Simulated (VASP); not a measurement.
# Se (Fm-3m) in VASP: a series of runs

Se is run at these levels: RPBE; tasks: relaxation of cell and atoms, single point.

Program: VASP 6.6.1. These are calculated values, not measurements. Logs are shortened: lines on timing, memory, paths and dates and some standing lists are left out, and cuts for length are marked.

### Step 1. The cell of the first run

It takes space group Fm-3m (No. 225, cubic). The conventional cell has a = 4.435 Å, b = 4.435 Å, c = 4.435 Å, α = 90.00°, β = 90.00°, γ = 90.00°. Within 4.1 Å of Se (site symmetry m-3m) lie 12 Se at 3.14 Å.

This isn't the form of Se at room conditions, which is trigonal, of chains.

### Step 2. Relaxation of cell and atoms, RPBE

INCAR

```
SYSTEM = Se
PREC = Accurate ; ENCUT = 600
EDIFF = 1E-6 ; ISMEAR = -1
SIGMA = 0.1 ; LREAL = .FALSE.
LASPH = .TRUE. ; NELM = 60
ALGO = Normal ; ISIF = 3
LWAVE = .FALSE. ; LCHARG = .FALSE.
GGA = RP ; IBRION = 2
NSW = 80 ; EDIFFG = -0.01
```

KPOINTS

```
Automatic mesh
0
G
  12 12 12
  0 0 0
```

POSCAR

```
Se
1.0
    0.0000000000      2.2175113317      2.2175113317
    2.2175113317      0.0000000000      2.2175113317
    2.2175113317      2.2175113317      0.0000000000
Se
1
Direct
    0.0000000000      0.0000000000      0.0000000000
```

Potentials or basis: VASP PAW PBE potentials, release 64 (Se).

Run with:

```bash
cat potpaw_PBE.64/Se/POTCAR > POTCAR
mpirun -np 1 vasp_std > vasp.out
```

OUTCAR:

```text
SYSTEM = Se
   PREC = Accurate
   ENCUT = 600
   EDIFF = 1E-6
   ISMEAR = -1
   LREAL = .FALSE.
   LASPH = .TRUE.
   NELM = 60
   ISIF = 3
   GGA = RP
   IBRION = 2
   NSW = 80
   EDIFFG = -0.01

 ion  position               nearest neighbor table
   1  0.000  0.000  0.000-

  LATTYP: Found a face centered cubic cell.
 ALAT       =     4.4350226634

  Lattice vectors:

 A1 = (   0.0000000000,   2.2175113317,   2.2175113317)
 A2 = (   2.2175113317,   0.0000000000,   2.2175113317)
 A3 = (   2.2175113317,   2.2175113317,   0.0000000000)

Analysis of symmetry for initial positions (statically):
=====================================================================
 Subroutine PRICEL returns:
 Original cell was already a primitive cell.

 Routine SETGRP: Setting up the symmetry group for a
 face centered cubic supercell.

 Subroutine GETGRP returns: Found 48 space group operations
 (whereof 48 operations were pure point group operations)
 out of a pool of 48 trial point group operations.

The static configuration has the point symmetry O_h .

Analysis of symmetry for dynamics (positions and initial velocities):
=====================================================================
 Subroutine PRICEL returns:
 Original cell was already a primitive cell.

 Routine SETGRP: Setting up the symmetry group for a
 face centered cubic supercell.

 Subroutine GETGRP returns: Found 48 space group operations
 (whereof 48 operations were pure point group operations)
 out of a pool of 48 trial point group operations.

The dynamic configuration has the point symmetry O_h .

 Subroutine INISYM returns: Found 48 space group operations
 (whereof 48 operations are pure point group operations),
 and found     1 'primitive' translations

----------------------------------------------------------------------------------------

                                     Primitive cell

  volume of cell :      21.8086

  direct lattice vectors                    reciprocal lattice vectors
     0.000000000  2.217511332  2.217511332    -0.225477991  0.225477991  0.225477991
     2.217511332  0.000000000  2.217511332     0.225477991 -0.225477991  0.225477991
     2.217511332  2.217511332  0.000000000     0.225477991  0.225477991 -0.225477991

  length of vectors
     3.136034600  3.136034600  3.136034600     0.390539336  0.390539336  0.390539336

  position of ions in fractional coordinates (direct lattice)
     0.000000000  0.000000000  0.000000000

  ion indices of the primitive-cell ions
   primitive index   ion index
                 1           1

----------------------------------------------------------------------------------------

 KPOINTS: Automatic mesh

Automatic generation of k-mesh.
 Grid dimensions read from file:
 generate k-points for:   12   12   12

 Generating k-lattice:

  Cartesian coordinates                     Fractional coordinates (reciprocal lattice)
    -0.018789833  0.018789833  0.018789833     0.083333333  0.000000000  0.000000000
     0.018789833 -0.018789833  0.018789833     0.000000000  0.083333333  0.000000000
     0.018789833  0.018789833 -0.018789833     0.000000000  0.000000000  0.083333333

  Length of vectors
     0.032544945  0.032544945  0.032544945

  Shift w.r.t. Gamma in fractional coordinates (k-lattice)
     0.000000000  0.000000000  0.000000000

 Subroutine IBZKPT returns following result:
 ===========================================

 Found     72 irreducible k-points:

 Following reciprocal coordinates:
            Coordinates               Weight
  0.000000  0.000000  0.000000      1.000000
  0.083333  0.000000  0.000000      8.000000
  0.166667  0.000000  0.000000      8.000000
  0.250000  0.000000  0.000000      8.000000
  0.333333  0.000000  0.000000      8.000000
  0.416667  0.000000  0.000000      8.000000
[... 16 lines left out ...]
  0.500000  0.166667  0.000000     24.000000
 -0.416667  0.166667  0.000000     24.000000
 [... further k-points ...]
   k-points           NKPTS =     72   k-points in BZ     NKDIM =     72   number of bands    NBANDS=      7
   number of dos      NEDOS =    301   number of ions     NIONS =      1
   total plane-waves  NPLWV =  21952
   dimension x,y,z NGX =    28 NGY =   28 NGZ =   28
   dimension x,y,z NGXF=    56 NGYF=   56 NGZF=   56
   ions per type =               1
   NGX,Y,Z   is equivalent  to a cutoff of  14.84, 14.84, 14.84 a.u.
   NGXF,Y,Z  is equivalent  to a cutoff of  29.69, 29.69, 29.69 a.u.
 SYSTEM =  Se
   PREC   = accura    normal or accurate (medium, high low for compatibility)
   ISTART =      0    job   : 0-new  1-cont  2-samecut
   ICHARG =      2    charge: 1-file 2-atom 10-const
   ISPIN  =      1    spin polarized calculation?
   LNONCOLLINEAR =      F non collinear calculations
   LSORBIT =      F    spin-orbit coupling
   LASPH  =      T    aspherical Exc in radial PAW
   ENCUT  =  600.0 eV  44.10 Ry    6.64 a.u.   6.26  6.26  6.26*2*pi/ulx,y,z
   NELM   =     60;   NELMIN=  2; NELMDL= -5     # of ELM steps
   EDIFF  = 0.1E-05   stopping-criterion for ELM
   LREAL  =      F    real-space projection
   EDIFFG = -.1E-01   stopping-criterion for IOM
   NSW    =     80    number of steps for IOM
   IBRION =      2    ionic relax: 0-MD 1-quasi-New 2-CG
   NFREE  =      1    steps in history (QN), initial steepest desc. (CG)
   ISIF   =      3    stress and relaxation
   ISYM   =      2    0-nonsym 1-usesym 2-fastsym
   POTIM  = 0.5000    time-step for ionic-motion
   TEBEG  =    0.0;   TEEND  =   0.0 temperature during run
   PSTRESS=    0.0 pullay stress
   NELECT =       6.0000    total number of electrons
   NUPDOWN=      -1.0000    fix difference up-down
   EMIN   =  10.00;   EMAX   =-10.00  energy-range for DOS
   EFERMI =   0.00;   METHOD = LEGACY
   ISMEAR =    -1;   SIGMA  =   0.10  broadening in eV -4-tet -1-fermi 0-gaus
   EFERMI_NEDOS =   21; number of points for ismear=-14 and -15
   IALGO  =     38    algorithm
   IMIX   =      4    mixing-type and parameters
     AMIX     =   0.40;   BMIX     =  1.00
     AMIX_MAG =   1.60;   BMIX_MAG =  1.00
  volume/ion in A,a.u.               =      21.81       147.17
  Fermi-wavevector in a.u.,A,eV,Ry     =   1.064754  2.012094 15.424948  1.133702
  Thomas-Fermi vector in A             =   2.200283
   LORBIT       =      0    0 simple, 1 ext, 2 COOP (PROOUT), +10 PAW based schemes
   GGA     = RP    functional components
   LHFCALC =     F    Hartree Fock is set to
   AEXX    =    0.0000 exact exchange contribution
   IVDW    =     0    specifies the selected vdW correction
   LEPSILON=     F    determine dielectric tensor
   LRPA    =     F    only Hartree local field effects (RPA)
 conjugate gradient relaxation of ions
 non-spin polarized calculation
  energy-cutoff  :      600.00
  volume of cell :       21.81
 maximum number of plane-waves:       745
 NGX is ok and might be reduce to    28
   NGX = 13   NGY = 13   NGZ = 13

--------------------------------------- Ionic step        1  -------------------------------------------

 number of electron       6.0000000 magnetization

 Free energy of the ion-electron system (eV)
  ---------------------------------------------------
  ext. energy  EPLUGINS =         0.00000000
  ---------------------------------------------------
  free energy    TOTEN  =        -2.37036921 eV

  energy without entropy =       -2.33732975  energy(sigma->0) =       -2.35384948

 E-fermi :   4.6754     XC(G=0): -10.2163

 val. band max:        4.6241301095   @ k =  -0.4167   0.3333   0.0000
 cond. band min:       4.6787312864   @ k =   0.4167   0.1667   0.0833
 fundamental gap:      0.0546011769
 Fermi energy:         4.6753619883

 k-point     1 :       0.0000    0.0000    0.0000
  band No.  band energies     occupation
      1     -10.7560      2.00000
      2       7.3694      0.00000
      3       7.3694      0.00000
      4       7.3694      0.00000
      5      15.0092      0.00000
      6      16.5675      0.00000
      7      16.5675      0.00000

 k-point     2 :       0.0833    0.0000    0.0000
  band No.  band energies     occupation
      1     -10.6302      2.00000
      2       6.5056      0.00000
      3       7.2716      0.00000
      4       7.2716      0.00000
      5      15.3338      0.00000
      6      16.3484      0.00000
      7      16.8009      0.00000

 k-point     3 :       0.1667    0.0000    0.0000
  band No.  band energies     occupation
      1     -10.2608      2.00000
      2       4.6148      1.29410
      3       7.0264      0.00000
      4       7.0264      0.00000
      5      14.6314      0.00000
      6      17.2100      0.00000
      7      17.2100      0.00000
[... 258 lines left out ...]
 VOLUME and BASIS-vectors are now :
 -----------------------------------------------------------------------------
  energy-cutoff  :      600.00
  volume of cell :       20.89
      direct lattice vectors                 reciprocal lattice vectors
    -0.000000000  2.185992481  2.185992481    -0.228729058  0.228729058  0.228729058
     2.185992481 -0.000000000  2.185992481     0.228729058 -0.228729058  0.228729058
     2.185992481  2.185992481 -0.000000000     0.228729058  0.228729058 -0.228729058

 POSITION                                       TOTAL-FORCE (eV/Angst)
 -----------------------------------------------------------------------------------
      2.18599      4.37198      2.18599         0.000000      0.000000     -0.000000
 -----------------------------------------------------------------------------------
    total drift:                                0.000000      0.000000      0.000000

  FREE ENERGIE OF THE ION-ELECTRON SYSTEM (eV)
  ---------------------------------------------------
  free  energy   TOTEN  =        -2.3758878402 eV

  energy  without entropy=       -2.3443429722  energy(sigma->0) =       -2.36011541

--------------------------------------- Ionic step        3  -------------------------------------------

 number of electron       6.0000000 magnetization

 Free energy of the ion-electron system (eV)
  ---------------------------------------------------
  ext. energy  EPLUGINS =         0.00000000
  ---------------------------------------------------
  free energy    TOTEN  =        -2.37599512 eV

  energy without entropy =       -2.34428285  energy(sigma->0) =       -2.36013899

 E-fermi :   5.1138     XC(G=0): -10.3954

 val. band max:        5.0942656103   @ k =   0.1667   0.0000   0.0000
 cond. band min:       5.1205750856   @ k =   0.4167   0.1667   0.0833
 fundamental gap:      0.0263094753
 Fermi energy:         5.1138461724

 k-point     1 :       0.0000    0.0000    0.0000
  band No.  band energies     occupation
      1     -10.6306      2.00000
      2       7.9891      0.00000
      3       7.9891      0.00000
      4       7.9891      0.00000
      5      15.8904      0.00000
      6      17.0687      0.00000
      7      17.0687      0.00000

 k-point     2 :       0.0833    0.0000    0.0000
  band No.  band energies     occupation
      1     -10.4984      2.00000
      2       7.0796      0.00000
      3       7.8836      0.00000
      4       7.8836      0.00000
      5      16.0653      0.00000
      6      17.0026      0.00000
      7      17.3143      0.00000

 k-point     3 :       0.1667    0.0000    0.0000
  band No.  band energies     occupation
      1     -10.1093      2.00000
      2       5.0943      1.09759
      3       7.6203      0.00000
      4       7.6203      0.00000
      5      15.1951      0.00000
      6      17.7441      0.00000
      7      17.7441      0.00000
[... 223 lines left out ...]
 VOLUME and BASIS-vectors are now :
 -----------------------------------------------------------------------------
  energy-cutoff  :      600.00
  volume of cell :       21.00
      direct lattice vectors                 reciprocal lattice vectors
    -0.000000000  2.189793109  2.189793109    -0.228332073  0.228332073  0.228332073
     2.189793109 -0.000000000  2.189793109     0.228332073 -0.228332073  0.228332073
     2.189793109  2.189793109 -0.000000000     0.228332073  0.228332073 -0.228332073

 POSITION                                       TOTAL-FORCE (eV/Angst)
 -----------------------------------------------------------------------------------
      0.00000     -0.00000      0.00000         0.000000     -0.000000      0.000000
 -----------------------------------------------------------------------------------
    total drift:                                0.000000      0.000000      0.000000

  FREE ENERGIE OF THE ION-ELECTRON SYSTEM (eV)
  ---------------------------------------------------
  free  energy   TOTEN  =        -2.3759951211 eV

  energy  without entropy=       -2.3442828495  energy(sigma->0) =       -2.36013899

 reached required accuracy - stopping structural energy minimisation
```

Wall time 32 s (1 thread of Intel Xeon 8259CL, shared host); peak memory 0.16 GiB.

What came out:

```yaml
Free_energy: -2.3760 eV
Relaxed_volume: 21.00 Å³/atom
Relaxed_cell: a = 3.097 Å, b = 3.097 Å, c = 3.097 Å, α = 60.00°, β = 60.00°, γ = 60.00°
Space_group_after_relaxing_to_0.1_Å: Fm-3m (No. 225)
Energy_gained_by_relaxing: 5.6 meV/atom
Ionic_steps: 3
Pressure_after_relaxing: 0.0 GPa
Band_gap_on_the_k_mesh: zero (bands 3 and 4 overlap by 4.97 eV)
```

Step by step:
```csv
step,energy change (eV),largest force (eV/Å),pressure (GPa),volume (Å³)
1,0.0000,0.0000,-2.16,21.81
2,-0.0055,0.0000,0.33,20.89
3,-0.0056,0.0000,0.00,21.00
```

Final structure:
```cif
data_structure
_symmetry_space_group_name_H-M 'P 1'
_symmetry_Int_Tables_number 1
_cell_length_a 3.0968
_cell_length_b 3.0968
_cell_length_c 3.0968
_cell_angle_alpha 60.000
_cell_angle_beta 60.000
_cell_angle_gamma 60.000
_cell_volume 21.00
loop_
_atom_site_label
_atom_site_type_symbol
_atom_site_fract_x
_atom_site_fract_y
_atom_site_fract_z
_atom_site_occupancy
Se1 Se 0.00000 0.00000 0.00000 1
```

Levels at points of the mesh, in eV from the Fermi level:
```csv
k point,band 1,band 2,band 3,band 4,band 5,band 6,band 7
"(0.00, 0.00, 0.00)",-15.74,2.88,2.88,2.88,10.78,11.95,11.95
"(0.50, 0.00, 0.00)",-12.72,-6.42,1.68,1.68,8.38,11.10,11.10
"(0.50, 0.50, 0.00)",-11.57,-5.60,-0.77,-0.77,5.08,6.02,22.29
```

Caveat: the PAW data sets were made with another functional, which shifts forces and pressure a little.

(Part 1 of 2 ends here.)
